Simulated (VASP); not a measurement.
## Ru: phonons with PBEsol+D4

Ru:

```
CELL_PARAMETERS angstrom
2.70580 0.00000 0.00000
-1.35290 2.34329 0.00000
0.00000 0.00000 4.28190
ATOMIC_POSITIONS crystal
Ru 0.66667 0.33333 0.75000
Ru 0.33333 0.66667 0.25000
```

- Program: VASP 6.6.1
- Task: phonons
- Functional: PBEsol
- Dispersion: D4
- Potentials or basis: VASP PAW PBE potentials, release 64 (Ru_pv)
- Cutoff: 500 eV
- k mesh: 14 × 14 × 8
- Occupations: fermi-dirac, width 0.05 eV
- Spin: collinear spin
- Starting moments: [-0.32, -0.02] μB
- Dipole correction: no
- Further INCAR settings: ALGO = Normal; EDIFF = 1e-08; IBRION = 6; POTIM = 0.015; NSW = 1

- Net moment: 0.00 μB per cell
- Valence electrons inside the program's atomic spheres: Ru 12.66
- Highest phonon frequency at Γ: 252 cm⁻¹
- Dispersion energy per atom: -0.305 eV

Phonon frequencies in cm⁻¹ (negative: imaginary):
```csv
q point,frequencies
"(0.000, 0.000, 0.000)",0 0 0 180 180 252
```

Run time: 26 min on 1 thread of Intel(R) Xeon(R) Platinum 8259CL CPU @ 2.50GHz (Skylake/Cascade Lake) (shared host), peak memory 0.64 GiB.

Caveat: the cell stands under pressure or tension, which shifts response properties.
